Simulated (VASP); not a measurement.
BN (Qingsongite), 2 atoms in the cell. Symmetry: F-43m, No. 216, cubic system. The conventional cell has a = 3.686 Å, b = 3.686 Å, c = 3.686 Å, α = 90.00°, β = 90.00°, γ = 90.00°. B (site symmetry -43m) has 4 N at 1.60 Å within 2.1 Å. Within 2.1 Å of N (site symmetry -43m) lie 4 B at 1.60 Å.  This cell differs from its parent crystal: volume scaled by 1.06, then relaxed in part.

```yaml
Program: VASP 6.6.1
Task: single point
Functional: PBE
Potentials_or_basis: VASP PAW PBE potentials, release 64 (B, N)
Cutoff: 520 eV
k_mesh: 14 × 14 × 14
Occupations: fermi-dirac, width 0.02 eV
Spin: no spin polarisation
Dipole_correction: no
Further_INCAR_settings: ALGO = Normal; EDIFF = 1e-06; NBANDS = 11
```

Potentials or basis: VASP PAW PBE potentials, release 64 (B, N).

Run with:

```sh
$ cat potpaw_PBE.64/B/POTCAR potpaw_PBE.64/N/POTCAR > POTCAR
$ mpirun -np 1 vasp_std > vasp.out
```

Hardware: 1 thread of Intel(R) Xeon(R) Platinum 8488C (Sapphire Rapids), with other jobs on the host.

Task: How long does it take, and how much memory?

Result: Run time: 7.8 s on 1 thread of Intel(R) Xeon(R) Platinum 8488C (Sapphire Rapids), with other jobs on the host, peak memory 0.12 GiB. Counts: scf iterations 12, k points 104.
